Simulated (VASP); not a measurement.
Os3Cl, 4 atoms in the cell. Symmetry: Pm-3m, No. 221, cubic system. Conventional cell: a = 3.908 Å, b = 3.908 Å, c = 3.908 Å, α = 90.00°, β = 90.00°, γ = 90.00°. Os (site symmetry 4/mmm) has 8 Os at 2.76 Å and 4 Cl at 2.76 Å within 3.6 Å. Within 3.6 Å of Cl (site symmetry m-3m) lie 12 Os at 2.76 Å. 

| Item | Value |
| --- | --- |
| Program | VASP 6.6.1 |
| Task | single point |
| Functional | PBE |
| Potentials or basis | VASP PAW PBE potentials, release 64 (Os, Cl) |
| Cutoff | 520 eV |
| k mesh | 12 × 12 × 12 |
| Occupations | gaussian, width 0.1 eV |
| Spin | no spin polarisation |
| Dipole correction | no |
| Further INCAR settings | ALGO = Normal; EDIFF = 1e-06; NBANDS = 24 |

Potentials or basis: VASP PAW PBE potentials, release 64 (Os, Cl).

The run is started by

```sh
$ cat potpaw_PBE.64/Os/POTCAR potpaw_PBE.64/Cl/POTCAR > POTCAR
$ mpirun -np 1 vasp_std > vasp.out
```

Hardware: 1 thread of Intel(R) Xeon(R) Platinum 8488C (Sapphire Rapids) (shared host).

Question: Estimate the wall time of this run.

Answer: Run time: 70 s on 1 thread of Intel(R) Xeon(R) Platinum 8488C (Sapphire Rapids) (shared host), peak memory 0.24 GiB. Counts: scf iterations 13, k points 84.
